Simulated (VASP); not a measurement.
# Ti (I4/mmm) in VASP: notebook

Runs on Ti. Level: PBE. Tasks: single point.

Program: VASP 6.6.1. These are calculated values, not measurements. Logs are shortened: lines on timing, memory, paths and dates and some standing lists are left out, and cuts for length are marked.

### 1 The cell of the first run

The structure is tetragonal, space group I4/mmm (No. 139). The conventional cell has a = 2.558 Å, b = 2.558 Å, c = 5.115 Å, α = 90.00°, β = 90.00°, γ = 90.00°. Within 3.4 Å of Ti (site symmetry 4/mmm) lie 12 Ti at 2.56 to 3.13 Å.

### 2 Single point, PBE

Contents of INCAR:

```
ALGO     = Fast           # electronic algorithm
EDIFF    = 1E-6           # SCF threshold, eV
ENCUT    = 520            # plane-wave cutoff, eV
GGA      = PE             # functional
ISIF     = 2              # what is computed and relaxed
ISMEAR   = 0              # smearing method
LASPH    = True           # aspherical terms in the spheres
LCHARG   = False          # write CHGCAR
LREAL    = False          # projectors in reciprocal space
LWAVE    = False          # write WAVECAR
NBANDS   = 12             # bands
NELM     = 100            # most SCF steps
PREC     = Accurate       # precision mode
SIGMA    = 0.15           # smearing width, eV
```

Contents of KPOINTS:

```
k-points
0
Gamma
  22 22 22
```

Contents of POSCAR:

```
Ti
1.0
    0.0000000000      1.8086154429      2.5573822363
    1.8086154429      0.0000000000      2.5573822363
    1.8086154429      1.8086154429      0.0000000000
Ti
1
Direct
    0.0000000000      0.0000000000      0.0000000000
```

Potentials or basis: VASP PAW PBE potentials, release 64 (Ti_sv).

On the command line:

```bash
cat potpaw_PBE.64/Ti_sv/POTCAR > POTCAR
mpirun -np 1 vasp_std > vasp.out
```

OUTCAR:

```text
EDIFF = 1E-6
   ENCUT = 520
   GGA = PE
   ISIF = 2
   ISMEAR = 0
   LASPH = True
   LREAL = False
   NELM = 100
   PREC = Accurate

 ion  position               nearest neighbor table
   1  0.000  0.000  0.000-

  LATTYP: Found a body centered tetragonal cell.
 ALAT       =     2.5577684885
 C/A-ratio  =     1.9996979772

  Lattice vectors:

 A1 = (  -1.8086154429,   0.0000000000,   2.5573822363)
 A2 = (   1.8086154429,   0.0000000000,   2.5573822363)
 A3 = (   0.0000000000,   1.8086154429,  -2.5573822363)

Analysis of symmetry for initial positions (statically):
=====================================================================
 Subroutine PRICEL returns:
 Original cell was already a primitive cell.

 Routine SETGRP: Setting up the symmetry group for a
 body centered tetragonal supercell.

 Subroutine GETGRP returns: Found 16 space group operations
 (whereof 16 operations were pure point group operations)
 out of a pool of 16 trial point group operations.

The static configuration has the point symmetry D_4h.

Analysis of symmetry for dynamics (positions and initial velocities):
=====================================================================
 Subroutine PRICEL returns:
 Original cell was already a primitive cell.

 Routine SETGRP: Setting up the symmetry group for a
 body centered tetragonal supercell.

 Subroutine GETGRP returns: Found 16 space group operations
 (whereof 16 operations were pure point group operations)
 out of a pool of 16 trial point group operations.

The dynamic configuration has the point symmetry D_4h.

 Subroutine INISYM returns: Found 16 space group operations
 (whereof 16 operations are pure point group operations),
 and found     1 'primitive' translations

----------------------------------------------------------------------------------------

                                     Primitive cell

  volume of cell :      16.7309

  direct lattice vectors                    reciprocal lattice vectors
     0.000000000  1.808615443  2.557382236    -0.276454567  0.276454567  0.195512424
     1.808615443  0.000000000  2.557382236     0.276454567 -0.276454567  0.195512424
     1.808615443  1.808615443  0.000000000     0.276454567  0.276454567 -0.195512424

  length of vectors
     3.132298473  3.132298473  2.557768488     0.437126256  0.437126256  0.437126256

  position of ions in fractional coordinates (direct lattice)
[... 78 lines left out ...]
   LREAL  =      F    real-space projection
   EDIFFG = 0.1E-04   stopping-criterion for IOM
   NSW    =      0    number of steps for IOM
   IBRION =     -1    ionic relax: 0-MD 1-quasi-New 2-CG
   NFREE  =      0    steps in history (QN), initial steepest desc. (CG)
   ISIF   =      2    stress and relaxation
   ISYM   =      2    0-nonsym 1-usesym 2-fastsym
   POTIM  = 0.5000    time-step for ionic-motion
   TEBEG  =    0.0;   TEEND  =   0.0 temperature during run
   PSTRESS=    0.0 pullay stress
   NELECT =      12.0000    total number of electrons
   NUPDOWN=      -1.0000    fix difference up-down
   EMIN   =  10.00;   EMAX   =-10.00  energy-range for DOS
   EFERMI =   0.00;   METHOD = LEGACY
   ISMEAR =     0;   SIGMA  =   0.15  broadening in eV -4-tet -1-fermi 0-gaus
   EFERMI_NEDOS =   21; number of points for ismear=-14 and -15
   IALGO  =     68    algorithm
   IMIX   =      4    mixing-type and parameters
     AMIX     =   0.40;   BMIX     =  1.00
     AMIX_MAG =   1.60;   BMIX_MAG =  1.00
  volume/ion in A,a.u.               =      16.73       112.91
  Fermi-wavevector in a.u.,A,eV,Ry     =   1.465421  2.769245 29.217967  2.147460
  Thomas-Fermi vector in A             =   2.581280
   LORBIT       =      0    0 simple, 1 ext, 2 COOP (PROOUT), +10 PAW based schemes
   GGA     = PE    functional components
   LHFCALC =     F    Hartree Fock is set to
   AEXX    =    0.0000 exact exchange contribution
   IVDW    =     0    specifies the selected vdW correction
   LEPSILON=     F    determine dielectric tensor
   LRPA    =     F    only Hartree local field effects (RPA)
 non-spin polarized calculation
 RMM-DIIS sequential band-by-band and
 Gauss-broadening in eV      SIGMA  =   0.15
  energy-cutoff  :      520.00
  volume of cell :       16.73
 maximum number of plane-waves:       482
   NGX = 11   NGY = 11   NGZ =  9

 number of electron      12.0000000 magnetization

 Free energy of the ion-electron system (eV)
  ---------------------------------------------------
  ext. energy  EPLUGINS =         0.00000000
  ---------------------------------------------------
  free energy    TOTEN  =        -7.62462878 eV

  energy without entropy =       -7.60632019  energy(sigma->0) =       -7.61547448

 E-fermi :   8.4068     XC(G=0): -11.6376

 val. band max:        8.4063904576   @ k =   0.1818   0.1818   0.0000
 cond. band min:       8.4116935590   @ k =   0.4091   0.1818   0.1364
 fundamental gap:      0.0053031014
 Fermi energy:         8.4067873921

 k-point     1 :       0.0000    0.0000    0.0000
  band No.  band energies     occupation
      1     -48.0513      2.00000
      2     -23.9636      2.00000
      3     -23.6767      2.00000
      4     -23.6767      2.00000
      5       2.5219      2.00000
      6       7.7556      2.00000
      7       8.8846      0.00001
      8      10.9826      0.00000
      9      10.9826      0.00000
     10      12.7067      0.00000
     11      23.4267      0.00000
     12      25.8644      0.00000
[... 331 lines left out ...]
 k-point    24 :      -0.4545    0.0455    0.0000
  band No.  band energies     occupation
      1     -47.8485      2.00000
      2     -24.8097      2.00000
      3     -24.0290      2.00000
      4     -23.6085      2.00000
      5       6.0990      2.00000
      6       8.2066      1.94090
      7       9.5848      0.00000
      8      10.7134      0.00000
      9      12.2005      0.00000
     10      12.4941      0.00000
     11      17.7569      0.00000
     12      20.6707      0.00000

 [... further k-points ...]
[... 5 lines left out ...]
  --------------------------------------------------------------------------------------
  -------------------------------------------------------------------------------------
  Total        0.8180116      0.8180116     -0.8919924      0.0000000      0.0000000      0.0000000
  in kB       78.3342896     78.3342896    -85.4188278      0.0000000      0.0000000      0.0000000
  external PRESSURE =      23.7499172 kB  Pullay stress =       0.0000000 kB

 VOLUME and BASIS-vectors are now :
 -----------------------------------------------------------------------------
  energy-cutoff  :      520.00
  volume of cell :       16.73
      direct lattice vectors                 reciprocal lattice vectors
     0.000000000  1.808615443  2.557382236    -0.276454567  0.276454567  0.195512424
     1.808615443  0.000000000  2.557382236     0.276454567 -0.276454567  0.195512424
     1.808615443  1.808615443  0.000000000     0.276454567  0.276454567 -0.195512424

 POSITION                                       TOTAL-FORCE (eV/Angst)
 -----------------------------------------------------------------------------------
      0.00000      0.00000      0.00000        -0.000000      0.000000      0.000000
 -----------------------------------------------------------------------------------
    total drift:                                0.000000      0.000000     -0.000000

  FREE ENERGIE OF THE ION-ELECTRON SYSTEM (eV)
  ---------------------------------------------------
  free  energy   TOTEN  =        -7.6246287779 eV

  energy  without entropy=       -7.6063201890  energy(sigma->0) =       -7.61547448
```

OSZICAR:

```text
N       E                     dE             d eps       ncg     rms          rms(c)
DAV:   1     0.881767431874E+02    0.88177E+02   -0.65544E+03 20044   0.121E+03
DAV:   2    -0.418803849807E+01   -0.92365E+02   -0.89829E+02 20656   0.299E+02
DAV:   3    -0.840118803588E+01   -0.42131E+01   -0.41572E+01 27348   0.654E+01
[... 12 lines left out ...]
RMM:  16    -0.762462247458E+01   -0.52106E-05   -0.45130E-05 25413   0.366E-02    0.147E-03
RMM:  17    -0.762462562393E+01   -0.31493E-05   -0.27788E-05 22402   0.262E-02    0.108E-03
RMM:  18    -0.762462718150E+01   -0.15576E-05   -0.13515E-05 20256   0.182E-02    0.166E-03
RMM:  19    -0.762462822248E+01   -0.10410E-05   -0.96918E-06 18414   0.137E-02    0.233E-03
RMM:  20    -0.762462877790E+01   -0.55542E-06   -0.50912E-06 16810   0.107E-02
   1 F= -.76246288E+01 E0= -.76154745E+01  d E =-.183086E-01
```

It took 76 s on 1 thread of Intel Xeon 6975P-C (Granite Rapids), shared host; peak memory 0.27 GiB.

What came out:

| Quantity | Value |
| --- | --- |
| Free energy | -7.6246 eV |
| Pressure | 2.4 GPa |
| Band gap on the k mesh | zero (band 6 reaches 9.24 eV, above the bottom of band 7 at 7.68 eV) |

Stress tensor (GPa, compression positive):
```
 7.83  0.00  0.00
 0.00  7.83  0.00
 0.00  0.00 -8.54
```

Levels at points of the mesh, in eV from the Fermi level:
```
           k point  band 3  band 4  band 5  band 6  band 7  band 8  band 9  band 10
(0.00, 0.00, 0.00)  -32.08  -32.08   -5.88   -0.65    0.48    2.58    2.58     4.30
(0.50, 0.00, 0.00)  -32.43  -32.02   -2.35   -0.19    1.33    2.30    3.81     3.93
(0.50, 0.50, 0.00)  -32.14  -32.14   -2.68   -1.43   -0.11    4.10    4.10     4.48
(0.50, 0.00, 0.50)  -32.97  -32.33   -2.66   -1.16    2.60    3.38    5.61     5.83
```

### 3 Single point, PBE

This run uses another cell than the first one, of the same volume but with other edges.

Contents of INCAR:

```
  ALGO = Fast
  EDIFF = 1E-7
  ENCUT = 520
  GGA = PE
  ISIF = 2
  ISMEAR = 0
  LASPH = T
  LCHARG = T
  LELF = T
  LREAL = F
  LVHAR = T
  LWAVE = F
  NBANDS = 12
  NELM = 100
  PREC = Accurate
  SIGMA = 0.15
```

KPOINTS is that of step 2.

Contents of POSCAR:

```
Ti
1.0
    0.0000000000      2.1430043997      1.8215537398
    2.1430043997      0.0000000000      1.8215537398
    2.1430043997      2.1430043997      0.0000000000
Ti
1
Direct
    0.0000000000      0.0000000000      0.0000000000
```

Potentials or basis: VASP PAW PBE potentials, release 64 (Ti_sv).

On the command line:

```bash
cat potpaw_PBE.64/Ti_sv/POTCAR > POTCAR
mpirun -np 1 vasp_std > vasp.out
```

Wall time 1.9 min (1 thread of Intel Xeon 6975P-C (Granite Rapids), shared host); peak memory 0.28 GiB.

Results (log left out):

| Property | Result |
| --- | --- |
| Free energy | -7.7546 eV |
| Pressure | 3.9 GPa |
| Band gap on the k mesh | zero (band 6 reaches 9.55 eV, above the bottom of band 7 at 7.92 eV) |

Stress tensor (GPa, compression positive):
```
2.80 0.00 0.00
0.00 2.80 0.00
0.00 0.00 6.03
```

Levels at points of the mesh, in eV from the Fermi level:
```csv
k point,band 2,band 3,band 4,band 5,band 6,band 7,band 8,band 9,band 10,band 11
"(0.00, 0.00, 0.00)",-32.40,-32.40,-32.39,-6.12,0.71,0.71,1.84,1.86,3.12,15.96
"(0.50, 0.00, 0.00)",-33.16,-32.57,-32.41,-2.62,0.12,0.87,1.70,3.43,4.12,8.73
"(0.50, 0.50, 0.00)",-33.05,-32.79,-32.79,-2.55,-2.03,3.81,4.09,4.09,5.38,10.44
"(0.50, 0.00, 0.50)",-33.12,-32.67,-32.51,-2.66,-1.41,2.11,3.57,3.60,4.39,10.08
```

### 4 Single point, PBE

This run uses another cell than the first one, of the same volume but with other edges.

Contents of INCAR:

```
SYSTEM = Ti
ALGO = Fast
EDIFF = 1E-7
ENCUT = 520
GGA = PE
ISIF = 2
ISMEAR = 0
LASPH = .TRUE.
LCHARG = .FALSE.
LREAL = .FALSE.
LWAVE = .FALSE.
NBANDS = 12
NELM = 100
PREC = Accurate
SIGMA = 0.15
```

Contents of KPOINTS:

```
k-points
0
G
  22 22 22
  0 0 0
```

Contents of POSCAR:

```
Ti
1.0
    0.0000000000      1.9103031386      2.2923637664
    1.9103031386      0.0000000000      2.2923637664
    1.9103031386      1.9103031386      0.0000000000
Ti
1
Direct
    0.0000000000      0.0000000000      0.0000000000
```

On the command line:

```bash
cat potpaw_PBE.64/Ti_sv/POTCAR > POTCAR
mpirun -np 1 vasp_std > vasp.out
```

It took 1.7 min on 1 thread of Intel Xeon 6975P-C (Granite Rapids), shared host; peak memory 0.27 GiB.

The run converged. Its results:

- Free energy: -7.7431 eV
- Pressure: 3.5 GPa
- Band gap on the k mesh: zero (band 6 reaches 9.15 eV, above the bottom of band 7 at 7.95 eV)

Stress tensor (GPa, compression positive):
```
 5.44  0.00  0.00
 0.00  5.44  0.00
 0.00  0.00 -0.51
```

Levels at points of the mesh, in eV from the Fermi level:
```tsv
k point	band 3	band 4	band 5	band 6	band 7	band 8	band 9	band 10
(0.00, 0.00, 0.00)	-32.35	-32.35	-6.07	0.01	1.56	1.66	1.66	3.49
(0.50, 0.00, 0.00)	-32.55	-32.35	-2.56	0.16	0.92	1.65	3.58	4.01
(0.50, 0.50, 0.00)	-32.48	-32.48	-2.67	-1.53	1.10	3.98	4.03	4.03
(0.50, 0.00, 0.50)	-32.88	-32.56	-2.62	-1.63	3.36	3.56	4.37	4.75
```

### 5 Summary

```tsv
cell	further INCAR settings	gap on the mesh (eV)	pressure (GPa)
a = 3.132, b = 3.132, c = 2.558 Å, angles 65.9, 65.9, 48.2°, 1 atom	ALGO = Fast; EDIFF = 1e-06; NBANDS = 12	none	2.4
a = 2.813, b = 2.813, c = 3.031 Å, angles 57.4, 57.4, 65.2°, 1 atom	ALGO = Fast; EDIFF = 1e-07; NBANDS = 12	none	3.9
a = 2.984, b = 2.984, c = 2.702 Å, angles 63.1, 63.1, 53.8°, 1 atom	ALGO = Fast; EDIFF = 1e-07; NBANDS = 12	none	3.5
```

Alike in all rows: task single point; level PBE; potentials or basis VASP PAW PBE potentials, release 64 (Ti_sv); no spin polarisation; k mesh 22 × 22 × 22; cutoff (eV) 520; smearing gaussian 0.15 eV.

Total energies depend on the potentials used, so only differences within one code and one set of settings carry meaning.
